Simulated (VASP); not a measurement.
# SnSe (I4/mmm) in VASP: notebook

SnSe is run at these levels: PBE; tasks: single point.

All numbers are computed with VASP 6.6.1; they aren't measurements. Logs are shortened: lines on timing, memory, paths and dates and some standing lists are left out, and cuts for length are marked.

### Step 1. The cell of the first run

It takes space group I4/mmm (No. 139, tetragonal). Conventional cell: a = 4.286 Å, b = 4.286 Å, c = 6.243 Å, α = 90.00°, β = 90.00°, γ = 90.00°. Within 4.0 Å of Sn (site symmetry 4/mmm) lie 6 Se at 3.03 to 3.12 Å. Se (site symmetry 4/mmm) has 6 Sn at 3.03 to 3.12 Å within 4.0 Å.

### Step 2. Single point, PBE (strain along c alone, the other axes held: +3.0 %)

Input file INCAR:

```
SYSTEM = SnSe
ALGO     = Normal         ! electronic algorithm
EDIFF    = 1E-6           ! SCF threshold, eV
ENCUT    = 520            ! plane-wave cutoff, eV
GGA      = PE             ! functional
ISIF     = 2              ! what is computed and relaxed
ISMEAR   = 0              ! smearing method
LASPH    = .True.         ! aspherical terms in the spheres
LCHARG   = .False.        ! write CHGCAR
LREAL    = .False.        ! projectors in reciprocal space
LWAVE    = .False.        ! write WAVECAR
NBANDS   = 28             ! bands
NELM     = 60             ! most SCF steps
PREC     = Accurate       ! precision mode
SIGMA    = 0.02           ! smearing width, eV
```

Input file KPOINTS:

```
k-points
0
Gamma
  8 8 6
  0 0 0
```

Input file POSCAR:

```
SnSe
1.0
    3.0307985792      3.0307985792      0.0000000000
   -3.0307985792      3.0307985792      0.0000000000
    0.0000000000      0.0000000000      6.2434450732
Sn Se
2 2
Direct
    0.0000000000      0.0000000000      0.0000000000
    0.5000000000      0.5000000000      0.5000000000
    0.5000000000      0.5000000000      0.0000000000
    0.0000000000      0.0000000000      0.5000000000
```

Potentials or basis: VASP PAW PBE potentials, release 64 (Sn_d, Se).

On the command line:

```console
$ cat potpaw_PBE.64/Sn_d/POTCAR potpaw_PBE.64/Se/POTCAR > POTCAR
$ mpirun -np 1 vasp_std > vasp.out
```

OUTCAR:

```text
SYSTEM = SnSe
   EDIFF = 1E-6
   ENCUT = 520
   GGA = PE
   ISIF = 2
   ISMEAR = 0
   LASPH = .True.
   LREAL = .False.
   NELM = 60
   PREC = Accurate

 ion  position               nearest neighbor table
   1  0.000  0.000  0.000-   3 3.03   3 3.03   3 3.03   3 3.03   4 3.12   4 3.12
   2  0.500  0.500  0.500-   4 3.03   4 3.03   4 3.03   4 3.03   3 3.12   3 3.12
   3  0.500  0.500  0.000-   1 3.03   1 3.03   1 3.03   1 3.03   2 3.12   2 3.12
   4  0.000  0.000  0.500-   2 3.03   2 3.03   2 3.03   2 3.03   1 3.12   1 3.12

  LATTYP: Found a simple tetragonal cell.
 ALAT       =     4.2861964555
 C/A-ratio  =     1.4566399693

  Lattice vectors:

 A1 = (   3.0307985792,   3.0307985792,   0.0000000000)
 A2 = (  -3.0307985792,   3.0307985792,   0.0000000000)
 A3 = (   0.0000000000,   0.0000000000,   6.2434450732)

Analysis of symmetry for initial positions (statically):
=====================================================================
 Subroutine PRICEL returns following result:

  LATTYP: Found a body centered tetragonal cell.
 ALAT       =     4.2861964555
 C/A-ratio  =     1.4566399693

  Lattice vectors:

 A1 = (   3.0307985792,   0.0000000000,  -3.1217225366)
 A2 = (  -3.0307985792,   0.0000000000,  -3.1217225366)
 A3 = (   0.0000000000,   3.0307985792,   3.1217225366)

   2 primitive cells build up your supercell.

 Routine SETGRP: Setting up the symmetry group for a
 simple tetragonal supercell.

 Subroutine GETGRP returns: Found 16 space group operations
 (whereof 16 operations were pure point group operations)
 out of a pool of 16 trial point group operations.

The static configuration has the point symmetry D_4h.

Analysis of symmetry for dynamics (positions and initial velocities):
=====================================================================
 Subroutine PRICEL returns following result:

  LATTYP: Found a body centered tetragonal cell.
 ALAT       =     4.2861964555
 C/A-ratio  =     1.4566399693

  Lattice vectors:

 A1 = (   3.0307985792,   0.0000000000,  -3.1217225366)
 A2 = (  -3.0307985792,   0.0000000000,  -3.1217225366)
 A3 = (   0.0000000000,   3.0307985792,   3.1217225366)

   2 primitive cells build up your supercell.

 Routine SETGRP: Setting up the symmetry group for a
 simple tetragonal supercell.

 Subroutine GETGRP returns: Found 16 space group operations
[... 100 lines left out ...]
   LASPH  =      T    aspherical Exc in radial PAW
   ENCUT  =  520.0 eV  38.22 Ry    6.18 a.u.   7.97  7.97 11.61*2*pi/ulx,y,z
   NELM   =     60;   NELMIN=  2; NELMDL= -5     # of ELM steps
   EDIFF  = 0.1E-05   stopping-criterion for ELM
   LREAL  =      F    real-space projection
   EDIFFG = 0.1E-04   stopping-criterion for IOM
   NSW    =      0    number of steps for IOM
   IBRION =     -1    ionic relax: 0-MD 1-quasi-New 2-CG
   NFREE  =      0    steps in history (QN), initial steepest desc. (CG)
   ISIF   =      2    stress and relaxation
   ISYM   =      2    0-nonsym 1-usesym 2-fastsym
   POTIM  = 0.5000    time-step for ionic-motion
   TEBEG  =    0.0;   TEEND  =   0.0 temperature during run
   PSTRESS=    0.0 pullay stress
   NELECT =      40.0000    total number of electrons
   NUPDOWN=      -1.0000    fix difference up-down
   EMIN   =  10.00;   EMAX   =-10.00  energy-range for DOS
   EFERMI =   0.00;   METHOD = LEGACY
   ISMEAR =     0;   SIGMA  =   0.02  broadening in eV -4-tet -1-fermi 0-gaus
   EFERMI_NEDOS =   21; number of points for ismear=-14 and -15
   IALGO  =     38    algorithm
   IMIX   =      4    mixing-type and parameters
     AMIX     =   0.40;   BMIX     =  1.00
     AMIX_MAG =   1.60;   BMIX_MAG =  1.00
  volume/ion in A,a.u.               =      28.68       193.51
  Fermi-wavevector in a.u.,A,eV,Ry     =   1.152317  2.177564 18.066289  1.327835
  Thomas-Fermi vector in A             =   2.288969
   LORBIT       =      0    0 simple, 1 ext, 2 COOP (PROOUT), +10 PAW based schemes
   GGA     = PE    functional components
   LHFCALC =     F    Hartree Fock is set to
   AEXX    =    0.0000 exact exchange contribution
   IVDW    =     0    specifies the selected vdW correction
   LEPSILON=     F    determine dielectric tensor
   LRPA    =     F    only Hartree local field effects (RPA)
 non-spin polarized calculation
 Gauss-broadening in eV      SIGMA  =   0.02
  energy-cutoff  :      520.00
  volume of cell :      114.70
 maximum number of plane-waves:      3120
 NGX is ok and might be reduce to    32
   NGX = 15   NGY = 15   NGZ = 23

 number of electron      40.0000016 magnetization

 Free energy of the ion-electron system (eV)
  ---------------------------------------------------
  ext. energy  EPLUGINS =         0.00000000
  ---------------------------------------------------
  free energy    TOTEN  =       -16.40234832 eV

  energy without entropy =      -16.40234832  energy(sigma->0) =      -16.40234832

 E-fermi :   5.1832     XC(G=0):  -9.3695

 val. band max:        5.0715434726   @ k =   0.5000   0.0000   0.5000
 cond. band min:       5.4604557100   @ k =   0.5000   0.0000   0.3333
 fundamental gap:      0.3889122374
 Fermi energy:         5.1831503353

 k-point     1 :       0.0000    0.0000    0.0000
  band No.  band energies     occupation
      1     -16.6014      2.00000
      2     -16.5822      2.00000
      3     -16.5813      2.00000
      4     -16.5813      2.00000
      5     -16.5746      2.00000
      6     -16.5700      2.00000
[... 733 lines left out ...]
     27      11.1746      0.00000
     28      11.1746      0.00000

 [... further k-points ...]

------------------------ aborting loop because EDIFF is reached ----------------------------------------

  FORCE on cell =-STRESS in cart. coord.  units (eV):
  Direction    XX          YY          ZZ          XY          YZ          ZX
  --------------------------------------------------------------------------------------
  -------------------------------------------------------------------------------------
  Total       -0.2903551     -0.2903551     -2.2035441      0.0000000     -0.0000000      0.0000000
  in kB       -4.0557541     -4.0557541    -30.7796649      0.0000000     -0.0000000      0.0000000
  external PRESSURE =     -12.9637244 kB  Pullay stress =       0.0000000 kB

 VOLUME and BASIS-vectors are now :
 -----------------------------------------------------------------------------
  energy-cutoff  :      520.00
  volume of cell :      114.70
      direct lattice vectors                 reciprocal lattice vectors
     3.030798579  3.030798579  0.000000000     0.164973022  0.164973022  0.000000000
    -3.030798579  3.030798579  0.000000000    -0.164973022  0.164973022  0.000000000
     0.000000000  0.000000000  6.243445073     0.000000000  0.000000000  0.160167982

 POSITION                                       TOTAL-FORCE (eV/Angst)
 -----------------------------------------------------------------------------------
      0.00000      0.00000      0.00000        -0.000000     -0.000000     -0.000000
      0.00000      3.03080      3.12172         0.000000      0.000000      0.000000
      0.00000      3.03080      0.00000        -0.000000     -0.000000     -0.000000
      0.00000      0.00000      3.12172        -0.000000     -0.000000     -0.000000
 -----------------------------------------------------------------------------------
    total drift:                               -0.000000      0.000000     -0.000000

  FREE ENERGIE OF THE ION-ELECTRON SYSTEM (eV)
  ---------------------------------------------------
  free  energy   TOTEN  =       -16.4023483160 eV

  energy  without entropy=      -16.4023483160  energy(sigma->0) =      -16.40234832
```

It took 2.3 min on 1 thread of AMD EPYC 7R43 (Zen 3), shared host; peak memory 0.27 GiB.

What came out:

| Item | Value |
| --- | --- |
| Free energy | -16.4023 eV |
| Pressure | -1.3 GPa |
| Band gap on the k mesh | 0.39 eV |

Levels at points of the mesh, in eV from the valence-band top:
```tsv
k point	band 16	band 17	band 18	band 19	band 20	band 21	band 22	band 23	band 24	band 25
(0.00, 0.00, 0.00)	-3.39	-3.39	-2.16	-2.16	-1.90	3.23	3.68	4.33	4.33	5.15
(0.50, 0.00, 0.00)	-3.63	-1.91	-1.91	-0.49	-0.49	1.08	1.08	1.69	1.69	3.81
(0.50, 0.50, 0.00)	-5.18	-3.61	-3.61	-3.29	-3.29	3.14	3.14	4.67	4.67	5.34
(0.00, 0.00, 0.50)	-2.84	-2.84	-2.84	-1.86	-1.86	1.96	1.96	4.06	4.06	4.46
(0.50, 0.00, 0.50)	-1.87	-1.81	-1.81	0.00	0.00	0.39	0.39	1.19	1.19	1.32
(0.50, 0.50, 0.50)	-4.51	-4.51	-4.51	-0.98	-0.98	1.34	1.34	4.73	4.73	4.73
```

Caveat: the cell differs from its parent crystal (strain along c alone, the other axes held: +3.0 %); semilocal functionals underestimate gaps, and a narrow one can read as zero; spin-orbit coupling is left out, which moves the levels of the heavy elements. A k mesh can miss the band edges.

### Step 3. Single point, PBE (strain along c alone, the other axes held: +4.5 %)

Input file INCAR:

```
PREC     = Accurate       # precision mode
ENCUT    = 520            # plane-wave cutoff, eV
EDIFF    = 1E-6           # SCF threshold, eV
ISMEAR   = 0              # smearing method
SIGMA    = 0.02           # smearing width, eV
LREAL    = F              # projectors in reciprocal space
LASPH    = T              # aspherical terms in the spheres
NELM     = 80             # most SCF steps
ALGO     = Normal         # electronic algorithm
ISIF     = 2              # what is computed and relaxed
LWAVE    = F              # write WAVECAR
LCHARG   = F              # write CHGCAR
GGA      = PE             # functional
NBANDS   = 28             # bands
```

Input file KPOINTS:

```
regular mesh
0
Gamma
  8 8 6
```

Edit POSCAR of step 2 so:

```diff
@@ -4,3 +4,3 @@
    -3.0307985792      3.0307985792      0.0000000000
-    0.0000000000      0.0000000000      6.2434450732
+    0.0000000000      0.0000000000      6.3343690306
 Sn Se
```

Potentials or basis: VASP PAW PBE potentials, release 64 (Sn_d, Se).

On the command line:

```console
$ cat potpaw_PBE.64/Sn_d/POTCAR potpaw_PBE.64/Se/POTCAR > POTCAR
$ mpirun -np 1 vasp_std > vasp.out
```

Wall time 2.7 min (1 thread of AMD EPYC 7R43 (Zen 3), shared host); peak memory 0.27 GiB.

It converged, with:

```
Free energy            : -16.3648 eV
Pressure               : -1.8 GPa
Band gap on the k mesh : 0.36 eV
```

Stress tensor (GPa, compression positive):
```
-0.57  0.00  0.00
 0.00 -0.57  0.00
 0.00  0.00 -4.17
```

Levels at points of the mesh, in eV from the valence-band top:
| k point | band 17 | band 18 | band 19 | band 20 | band 21 | band 22 | band 23 | band 24 |
| --- | --- | --- | --- | --- | --- | --- | --- | --- |
| (0.00, 0.00, 0.00) | -3.32 | -2.17 | -2.17 | -1.79 | 3.30 | 3.44 | 4.37 | 4.37 |
| (0.50, 0.00, 0.00) | -1.86 | -1.86 | -0.42 | -0.42 | 1.05 | 1.05 | 1.68 | 1.68 |
| (0.50, 0.50, 0.00) | -3.63 | -3.63 | -3.16 | -3.16 | 3.18 | 3.18 | 4.42 | 4.42 |
| (0.00, 0.00, 0.50) | -2.80 | -2.80 | -1.93 | -1.93 | 1.93 | 1.93 | 4.10 | 4.10 |
| (0.50, 0.00, 0.50) | -1.77 | -1.77 | 0.00 | 0.00 | 0.36 | 0.36 | 1.17 | 1.17 |
| (0.50, 0.50, 0.50) | -4.47 | -4.47 | -1.04 | -1.04 | 1.29 | 1.29 | 4.74 | 4.74 |

Caveat: the cell differs from its parent crystal (strain along c alone, the other axes held: +4.5 %); semilocal functionals underestimate gaps, and a narrow one can read as zero; spin-orbit coupling is left out, which moves the levels of the heavy elements.
